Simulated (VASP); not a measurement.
Crystal: Ga.

```
Ga
1.0
     2.26150   -3.83050    0.00000
     2.26150    3.83050    0.00000
     0.00000    0.00000    4.52400
Ga
4
Direct
  0.34510 0.65490 0.41900
  0.15490 0.84510 0.91900
  0.65490 0.34510 0.58100
  0.84510 0.15490 0.08100
```

Base run:

- Program: VASP 6.6.1
- Functional: PBE
- Potentials or basis: VASP PAW PBE potentials, release 64 (Ga_d)
- Cutoff: 520 eV
- k mesh: 7 × 7 × 6
- Occupations: fermi-dirac, width 0.05 eV
- Spin: no spin polarisation

Its results: band gap on the k mesh zero (band 26 reaches 5.44 eV, above the bottom of band 27 at 4.16 eV); pressure 2.0 GPa; largest force 0.103 eV/Å.

Problem. The run is repeated on the same cell with these changes: functional from PBE to r2SCAN; further incar settings from ALGO = Fast; EDIFF = 1e-07; NBANDS = 34 to ALGO = Normal; EDIFF = 1e-06; NBANDS = 34. What comes out?

Solution. Band gap on the k mesh zero (band 26 reaches 5.30 eV, above the bottom of band 27 at 4.07 eV); pressure -1.1 GPa; largest force 0.136 eV/Å.

Caveats: the PAW data sets were made with another functional, which shifts forces and pressure a little (some runs).
